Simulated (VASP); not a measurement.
**Fe: single point with PBEsol**

The system is Fe.

```
Fe
1.0
    -1.38144    1.38144    1.55412
     1.38144   -1.38144    1.55412
     1.38144    1.38144   -1.55412
Fe
1
Direct
  0.00000 0.00000 0.00000
```

This cell differs from its parent crystal: strain -0.040 along x and y, +0.080 along z.

| Property | Result |
| --- | --- |
| Program | VASP 6.6.1 |
| Task | single point |
| Functional | PBEsol |
| Potentials or basis | VASP PAW PBE potentials, release 64 (Fe) |
| Cutoff | 520 eV |
| k mesh | 24 × 24 × 24 |
| Occupations | gaussian, width 0.15 eV |
| Spin | collinear spin, ferromagnetic start |
| Starting moments | [2.64] μB |

```json
{"Pressure": "-14.4 GPa", "Net moment": "2.31 μB per cell", "Site moments": "Fe +2.31 μB", "Valence electrons inside the program's atomic spheres": "Fe 7.19"}
```

Stress tensor (GPa, compression positive):
```
-11.27   0.00   0.00
  0.00 -11.27   0.00
  0.00   0.00 -20.57
```

Levels at points of the mesh, in eV from the Fermi level:
Spin up:
| k point | band 1 | band 2 | band 3 | band 4 | band 5 | band 6 | band 7 | band 8 | band 9 | band 10 |
| --- | --- | --- | --- | --- | --- | --- | --- | --- | --- | --- |
| (0.00, 0.00, 0.00) | -8.28 | -2.37 | -2.37 | -1.88 | -1.41 | -0.89 | 23.07 | 25.17 | 25.17 | 28.71 |
| (0.50, 0.00, 0.00) | -4.73 | -2.99 | -1.52 | -0.72 | 0.17 | 0.18 | 6.58 | 18.86 | 20.75 | 23.71 |
| (0.50, 0.50, 0.00) | -4.78 | -3.71 | -0.67 | -0.63 | 0.34 | 1.10 | 7.76 | 16.37 | 17.25 | 21.25 |
| (0.50, 0.50, 0.50) | -4.73 | -4.48 | -0.15 | 0.10 | 0.10 | 6.79 | 11.05 | 11.05 | 13.45 | 16.42 |
Spin down:
```csv
k point,band 1,band 2,band 3,band 4,band 5,band 6
"(0.00, 0.00, 0.00)",-8.01,-0.38,-0.38,0.37,1.16,1.94
"(0.50, 0.00, 0.00)",-3.40,-1.05,0.39,1.05,1.99,2.57
"(0.50, 0.50, 0.00)",-3.32,-1.98,1.34,2.05,2.10,2.66
"(0.50, 0.50, 0.50)",-2.91,-2.63,2.32,2.39,2.39,7.14
```

It took 4.6 min on 1 thread of Oxide Virtual Turin-like Processor, on a shared host, peak memory 0.32 GiB.

Caveat: the cell differs from its parent crystal (strain -0.040 along x and y, +0.080 along z); the stress differs along the axes, from -21 to -11 GPa; the PAW data sets were made with another functional, which shifts forces and pressure a little.
